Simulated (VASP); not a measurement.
A run of VASP 6.6.1 is set up as follows.

File INCAR:

```
PREC     = Accurate       # precision mode
ENCUT    = 500            # plane-wave cutoff, eV
EDIFF    = 1E-6           # SCF threshold, eV
ISMEAR   = 0              # smearing method
SIGMA    = 0.1            # smearing width, eV
LREAL    = False          # projectors in reciprocal space
LASPH    = True           # aspherical terms in the spheres
NELM     = 200            # most SCF steps
ALGO     = Normal         # electronic algorithm
ISIF     = 2              # what is computed and relaxed
LWAVE    = False          # write WAVECAR
LCHARG   = False          # write CHGCAR
ISPIN    = 2              # spin polarisation
MAGMOM   = 0 0 1 0 0 0    # initial moments
LORBIT   = 11             # projections on sites
LMAXMIX  = 4              # l up to which the mixer works
GGA      = PE             # functional
NBANDS   = 39             # bands
GGA_COMPAT= False
```

The input KPOINTS:

```
regular mesh
0
Gamma
  6 6 4
```

File POSCAR:

```
Zr2PdS3
1.0
    4.8152631300      0.0000000000      0.0000000000
   -2.4076315600      4.1701402000      0.0000000000
    0.0000000000      0.0000000000      6.7335818100
Zr Pd S
2 1 3
Direct
    0.0000000000      0.0000000000      0.3138402300
    0.0000000000      0.0000000000      0.6861597700
    0.0000000000      0.0000000000      0.0000000000
    0.5000000000      0.0000000000      0.5000000000
    0.0000000000      0.5000000000      0.5000000000
    0.5000000000      0.5000000000      0.5000000000
```

Potentials or basis: VASP PAW PBE potentials, release 64 (Zr_sv, Pd, S).

Run with:

```console
$ cat potpaw_PBE.64/Zr_sv/POTCAR potpaw_PBE.64/Pd/POTCAR potpaw_PBE.64/S/POTCAR > POTCAR
$ mpirun -np 1 vasp_std > vasp.out
```

Q: Estimate the largest force.

A: 5.111 eV/Å.

Q: What does it give for the net moment?

A: 0.00 μB per cell.

Stress tensor (GPa, compression positive):
```
13.39  0.00  0.00
 0.00 13.39  0.00
 0.00  0.00 41.38
```

Caveat: forces of over 1 eV/Å act on the atoms, so gaps and moduli don't describe the material at rest.
